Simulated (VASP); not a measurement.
**AlRu: single point with r2SCAN**

The system is AlRu.

```
CELL_PARAMETERS angstrom
2.99160 0.00000 0.00000
0.00000 2.99160 0.00000
0.00000 0.00000 2.99160
ATOMIC_POSITIONS crystal
Ru 0.50000 0.50000 0.50000
Al 0.00000 0.00000 0.00000
```

- Program: VASP 6.6.1
- Task: single point
- Functional: r2SCAN
- Potentials or basis: VASP PAW PBE potentials, release 64 (Ru_pv, Al)
- Cutoff: 520 eV
- k mesh: 9 × 9 × 9
- Occupations: fermi-dirac, width 0.05 eV
- Spin: no spin polarisation
- Dipole correction: no
- Further INCAR settings: ALGO = Normal; EDIFF = 1e-06; NBANDS = 16

- Pressure: -1.9 GPa

Levels at points of the mesh, in eV from the Fermi level:
| k point | band 7 | band 8 | band 9 | band 10 | band 11 | band 12 |
| --- | --- | --- | --- | --- | --- | --- |
| (0.00, 0.00, 0.00) | 0.25 | 0.25 | 0.25 | 6.61 | 6.61 | 6.61 |

Run time: 17 s on 1 thread of Intel(R) Xeon(R) 6975P-C (Granite Rapids), with other jobs on the host, peak memory 0.15 GiB.

Caveat: the PAW data sets were made with another functional, which shifts forces and pressure a little.
